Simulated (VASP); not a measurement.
# HfC (Fm-3m) in VASP: notebook

The runs below take HfC through single point, relaxation of cell and atoms, with PBEsol.

All numbers are computed with VASP 6.6.1; they aren't measurements. Logs are shortened: lines on timing, memory, paths and dates and some standing lists are left out, and cuts for length are marked.

### 1 The cell of the first run

The structure is cubic, space group Fm-3m (No. 225). The conventional cell has a = 4.607 Å, b = 4.607 Å, c = 4.607 Å, α = 90.00°, β = 90.00°, γ = 90.00°. Within 3.0 Å of Hf (site symmetry m-3m) lie 6 C at 2.30 Å. C (site symmetry m-3m) has 6 Hf at 2.30 Å within 3.0 Å.

### 2 Single point, PBEsol

INCAR reads:

```
PREC = Accurate
ENCUT = 520
EDIFF = 1E-6
ISMEAR = 0
SIGMA = 0.1
LREAL = F
LASPH = T
NELM = 60
ALGO = Normal
ISIF = 2
LWAVE = F
LCHARG = T
GGA = PS
LELF = T
LVHAR = T
NBANDS = 14
```

KPOINTS reads:

```
regular mesh
0
Gamma
  16 16 16
```

POSCAR reads:

```
HfC
1.0
    0.0000000000      2.3036603902      2.3036603902
    2.3036603902      0.0000000000      2.3036603902
    2.3036603902      2.3036603902      0.0000000000
Hf C
1 1
Direct
    0.5000000000      0.5000000000      0.5000000000
    0.0000000000      0.0000000000      0.0000000000
```

Potentials or basis: VASP PAW PBE potentials, release 64 (Hf_pv, C).

Started as:

```sh
$ cat potpaw_PBE.64/Hf_pv/POTCAR potpaw_PBE.64/C/POTCAR > POTCAR
$ mpirun -np 1 vasp_std > vasp.out
```

OUTCAR:

```text
PREC = Accurate
   ENCUT = 520
   EDIFF = 1E-6
   ISMEAR = 0
   LREAL = F
   LASPH = T
   NELM = 60
   ISIF = 2
   GGA = PS

 ion  position               nearest neighbor table
   1  0.500  0.500  0.500-   2 2.30   2 2.30   2 2.30   2 2.30   2 2.30   2 2.30
   2  0.000  0.000  0.000-   1 2.30   1 2.30   1 2.30   1 2.30   1 2.30   1 2.30

  LATTYP: Found a face centered cubic cell.
 ALAT       =     4.6073207804

  Lattice vectors:

 A1 = (   0.0000000000,   2.3036603902,   2.3036603902)
 A2 = (   2.3036603902,   0.0000000000,   2.3036603902)
 A3 = (   2.3036603902,   2.3036603902,   0.0000000000)

Analysis of symmetry for initial positions (statically):
=====================================================================
 Subroutine PRICEL returns:
 Original cell was already a primitive cell.

 Routine SETGRP: Setting up the symmetry group for a
 face centered cubic supercell.

 Subroutine GETGRP returns: Found 48 space group operations
 (whereof 48 operations were pure point group operations)
 out of a pool of 48 trial point group operations.

The static configuration has the point symmetry O_h .

Analysis of symmetry for dynamics (positions and initial velocities):
=====================================================================
 Subroutine PRICEL returns:
 Original cell was already a primitive cell.

 Routine SETGRP: Setting up the symmetry group for a
 face centered cubic supercell.

 Subroutine GETGRP returns: Found 48 space group operations
 (whereof 48 operations were pure point group operations)
 out of a pool of 48 trial point group operations.

The dynamic configuration has the point symmetry O_h .

 Subroutine INISYM returns: Found 48 space group operations
 (whereof 48 operations are pure point group operations),
 and found     1 'primitive' translations

----------------------------------------------------------------------------------------

                                     Primitive cell

  volume of cell :      24.4504

  direct lattice vectors                    reciprocal lattice vectors
     0.000000000  2.303660390  2.303660390    -0.217045881  0.217045881  0.217045881
     2.303660390  0.000000000  2.303660390     0.217045881 -0.217045881  0.217045881
     2.303660390  2.303660390  0.000000000     0.217045881  0.217045881 -0.217045881

  length of vectors
     3.257867767  3.257867767  3.257867767     0.375934494  0.375934494  0.375934494

  position of ions in fractional coordinates (direct lattice)
     0.500000000  0.500000000  0.500000000
     0.000000000  0.000000000  0.000000000

  ion indices of the primitive-cell ions
   primitive index   ion index
[... 87 lines left out ...]
   EMIN   =  10.00;   EMAX   =-10.00  energy-range for DOS
   EFERMI =   0.00;   METHOD = LEGACY
   ISMEAR =     0;   SIGMA  =   0.10  broadening in eV -4-tet -1-fermi 0-gaus
   EFERMI_NEDOS =   21; number of points for ismear=-14 and -15
   IALGO  =     38    algorithm
   IMIX   =      4    mixing-type and parameters
     AMIX     =   0.40;   BMIX     =  1.00
     AMIX_MAG =   1.60;   BMIX_MAG =  1.00
  volume/ion in A,a.u.               =      12.23        82.50
  Fermi-wavevector in a.u.,A,eV,Ry     =   1.359426  2.568944 25.144115  1.848040
  Thomas-Fermi vector in A             =   2.486175
   LORBIT       =      0    0 simple, 1 ext, 2 COOP (PROOUT), +10 PAW based schemes
   GGA     = PS    functional components
   LHFCALC =     F    Hartree Fock is set to
   AEXX    =    0.0000 exact exchange contribution
   IVDW    =     0    specifies the selected vdW correction
   LEPSILON=     F    determine dielectric tensor
   LRPA    =     F    only Hartree local field effects (RPA)
 non-spin polarized calculation
 Gauss-broadening in eV      SIGMA  =   0.10
  energy-cutoff  :      520.00
  volume of cell :       24.45
 maximum number of plane-waves:       684
   NGX = 13   NGY = 13   NGZ = 13

 number of electron      14.0000002 magnetization

 Free energy of the ion-electron system (eV)
  ---------------------------------------------------
  ext. energy  EPLUGINS =         0.00000000
  ---------------------------------------------------
  free energy    TOTEN  =       -22.19570897 eV

  energy without entropy =      -22.19343908  energy(sigma->0) =      -22.19457403

 E-fermi :   5.9970     XC(G=0): -12.5572

 val. band max:        5.9958321436   @ k =   0.4375   0.3750   0.0000
 cond. band min:       6.0082957300   @ k =   0.1250   0.0625   0.0000
 fundamental gap:      0.0124635864
 Fermi energy:         5.9969504863

 k-point     1 :       0.0000    0.0000    0.0000
  band No.  band energies     occupation
      1     -23.3466      2.00000
      2     -23.3466      2.00000
      3     -23.3466      2.00000
      4      -6.4087      2.00000
      5       7.0629      0.00000
      6       7.0629      0.00000
      7       7.0629      0.00000
      8       7.3715      0.00000
      9       7.3715      0.00000
     10       7.3715      0.00000
     11       9.4692      0.00000
     12       9.4692      0.00000
     13      13.1820      0.00000
     14      17.0456      0.00000
[... 377 lines left out ...]
      1     -23.4208      2.00000
      2     -23.3668      2.00000
      3     -23.3486      2.00000
      4      -6.1356      2.00000
      5       5.6251      2.00000
      6       5.9288      1.66493
      7       6.0282      0.65814
      8       7.5381      0.00000
      9       8.2354      0.00000
     10       8.2465      0.00000
     11      10.0923      0.00000
     12      11.0193      0.00000
     13      13.7728      0.00000
     14      17.7977      0.00000

 [... further k-points ...]

------------------------ aborting loop because EDIFF is reached ----------------------------------------

  FORCE on cell =-STRESS in cart. coord.  units (eV):
  Direction    XX          YY          ZZ          XY          YZ          ZX
  --------------------------------------------------------------------------------------
  -------------------------------------------------------------------------------------
  Total       -0.0559573     -0.0559573     -0.0559573     -0.0000000     -0.0000000      0.0000000
  in kB       -3.6667556     -3.6667556     -3.6667556     -0.0000000     -0.0000000      0.0000000
  external PRESSURE =      -3.6667556 kB  Pullay stress =       0.0000000 kB

 VOLUME and BASIS-vectors are now :
 -----------------------------------------------------------------------------
  energy-cutoff  :      520.00
  volume of cell :       24.45
      direct lattice vectors                 reciprocal lattice vectors
     0.000000000  2.303660390  2.303660390    -0.217045881  0.217045881  0.217045881
     2.303660390  0.000000000  2.303660390     0.217045881 -0.217045881  0.217045881
     2.303660390  2.303660390  0.000000000     0.217045881  0.217045881 -0.217045881

 POSITION                                       TOTAL-FORCE (eV/Angst)
 -----------------------------------------------------------------------------------
      2.30366      2.30366      2.30366        -0.000000     -0.000000     -0.000000
      0.00000      0.00000      0.00000         0.000000      0.000000      0.000000
 -----------------------------------------------------------------------------------
    total drift:                                0.000000     -0.000000      0.000000

  FREE ENERGIE OF THE ION-ELECTRON SYSTEM (eV)
  ---------------------------------------------------
  free  energy   TOTEN  =       -22.1957089710 eV

  energy  without entropy=      -22.1934390840  energy(sigma->0) =      -22.19457403
```

OSZICAR:

```text
N       E                     dE             d eps       ncg     rms          rms(c)
DAV:   1     0.223677127253E+02    0.22368E+02   -0.77366E+03  4076   0.984E+02
DAV:   2    -0.235757887737E+02   -0.45944E+02   -0.43036E+02  5272   0.203E+02
DAV:   3    -0.250696446474E+02   -0.14939E+01   -0.14893E+01  4834   0.264E+01
DAV:   4    -0.250759149998E+02   -0.62704E-02   -0.62699E-02  4842   0.211E+00
DAV:   5    -0.250759524934E+02   -0.37494E-04   -0.37494E-04  4864   0.145E-01    0.609E+01
DAV:   6    -0.222692955767E+02    0.28067E+01   -0.10532E+01  4546   0.172E+01    0.428E+01
DAV:   7    -0.222134853555E+02    0.55810E-01   -0.50498E-01  5188   0.494E+00    0.240E+01
DAV:   8    -0.222005703390E+02    0.12915E-01   -0.58669E-02  4996   0.187E+00    0.504E+00
DAV:   9    -0.221960370501E+02    0.45333E-02   -0.16881E-02  4456   0.753E-01    0.204E+00
DAV:  10    -0.221957164999E+02    0.32055E-03   -0.13362E-03  5330   0.269E-01    0.124E-01
DAV:  11    -0.221957092723E+02    0.72276E-05   -0.76758E-05  4618   0.759E-02    0.323E-02
DAV:  12    -0.221957089710E+02    0.30133E-06   -0.25939E-06  4960   0.130E-02
   1 F= -.22195709E+02 E0= -.22194574E+02  d E =-.226989E-02
```

stdout:

```text
POSCAR found type information on POSCAR HfC
 POSCAR found :  2 types and       2 ions
 scaLAPACK will be used
 -----------------------------------------------------------------------------
|                                                                             |
|                                                                             |
|     You enforced a specific xc type in the INCAR file but a different       |
|     I HOPE YOU KNOW WHAT YOU ARE DOING!                                     |
|                                                                             |
 -----------------------------------------------------------------------------

 LDA part: xc-table for (Slater+PW92), standard interpolation
 POSCAR, INCAR and KPOINTS ok, starting setup
 FFT: planning ... GRIDC
 FFT: planning ... GRID_SOFT
 FFT: planning ... GRID
 WAVECAR not read
 entering main loop
```

Wall time 25 s (1 thread of Intel Xeon Platinum 8259CL at 2.50GHz (Skylake/Cascade Lake), shared host); peak memory 0.18 GiB.

What came out:

```
Free energy            : -22.1957 eV
Pressure               : -0.4 GPa
Band gap on the k mesh : zero (band 7 reaches 7.06 eV, above the bottom of band 8 at 5.60 eV)
```

Caveat: the PAW data sets were made with another functional, which shifts forces and pressure a little; spin-orbit coupling is left out, which moves the levels of the heavy elements.

### 3 Relaxation of cell and atoms, PBEsol

This run uses another cell than the first one, of 12.57 Å³/atom, 1.028 times its volume.

INCAR reads:

```
SYSTEM = HfC
PREC     = Accurate       ! precision mode
ENCUT    = 600            ! plane-wave cutoff, eV
EDIFF    = 1E-7           ! SCF threshold, eV
ISMEAR   = 0              ! smearing method
SIGMA    = 0.1            ! smearing width, eV
LREAL    = .False.        ! projectors in reciprocal space
LASPH    = .True.         ! aspherical terms in the spheres
NELM     = 60             ! most SCF steps
ALGO     = Normal         ! electronic algorithm
ISIF     = 3              ! what is computed and relaxed
LWAVE    = .False.        ! write WAVECAR
LCHARG   = .False.        ! write CHGCAR
GGA      = PS             ! functional
IBRION   = 2              ! ionic algorithm
NSW      = 100            ! ionic steps
EDIFFG   = -0.005         ! ionic threshold
```

KPOINTS reads:

```
Automatic mesh
0
Gamma
  16 16 16
  0 0 0
```

POSCAR reads:

```
HfC
1.0
    0.0000000000      2.3250000000      2.3250000000
    2.3250000000      0.0000000000      2.3250000000
    2.3250000000      2.3250000000      0.0000000000
Hf C
1 1
Direct
    0.5000000000      0.5000000000      0.5000000000
    0.0000000000      0.0000000000      0.0000000000
```

Potentials or basis: VASP PAW PBE potentials, release 64 (Hf_pv, C).

Started as:

```sh
$ cat potpaw_PBE.64/Hf_pv/POTCAR potpaw_PBE.64/C/POTCAR > POTCAR
$ mpirun -np 1 vasp_std > vasp.out
```

Wall time 2.3 min (1 thread of Intel Xeon Platinum 8259CL at 2.50GHz (Skylake/Cascade Lake), shared host); peak memory 0.21 GiB.

It converged, with:

* Free energy: -22.1973 eV
* Relaxed volume: 12.20 Å³/atom
* Relaxed cell: a = 3.256 Å, b = 3.256 Å, c = 3.256 Å, α = 60.00°, β = 60.00°, γ = 60.00°
* Space group after relaxing (to 0.05 Å): Fm-3m (No. 225)
* Energy gained by relaxing: 8.2 meV/atom
* Ionic steps: 4
* Pressure after relaxing: 0.0 GPa
* Band gap on the k mesh: zero (band 7 reaches 7.08 eV, above the bottom of band 8 at 5.61 eV)

Step by step:
| step | energy change (eV) | largest force (eV/Å) | pressure (GPa) | volume (Å³) |
| --- | --- | --- | --- | --- |
| 1 | 0.0000 | 0.0000 | -7.05 | 25.14 |
| 2 | 0.0371 | 0.0000 | 14.57 | 23.18 |
| 3 | -0.0165 | 0.0000 | -0.11 | 24.42 |
| 4 | -0.0165 | 0.0000 | 0.04 | 24.40 |

Final structure:
```yaml
crystal:
  lattice:
    - [0.00000, 2.30219, 2.30219]
    - [2.30219, 0.00000, 2.30219]
    - [2.30219, 2.30219, 0.00000]
  atoms:
    - { symbol: Hf, position: [0.50000, 0.50000, 0.50000] }
    - { symbol: C, position: [0.00000, 0.00000, 0.00000] }
```

Levels at points of the mesh, in eV from the Fermi level:
```csv
k point,band 5,band 6,band 7,band 8,band 9,band 10
"(0.00, 0.00, 0.00)",1.07,1.07,1.07,1.38,1.38,1.38
"(0.50, 0.00, 0.00)",-6.29,-3.07,-3.07,5.49,5.49,5.98
"(0.50, 0.50, 0.00)",-2.53,-1.91,-0.02,-0.02,5.49,6.98
```

Caveat: the PAW data sets were made with another functional, which shifts forces and pressure a little; spin-orbit coupling is left out, which moves the levels of the heavy elements.
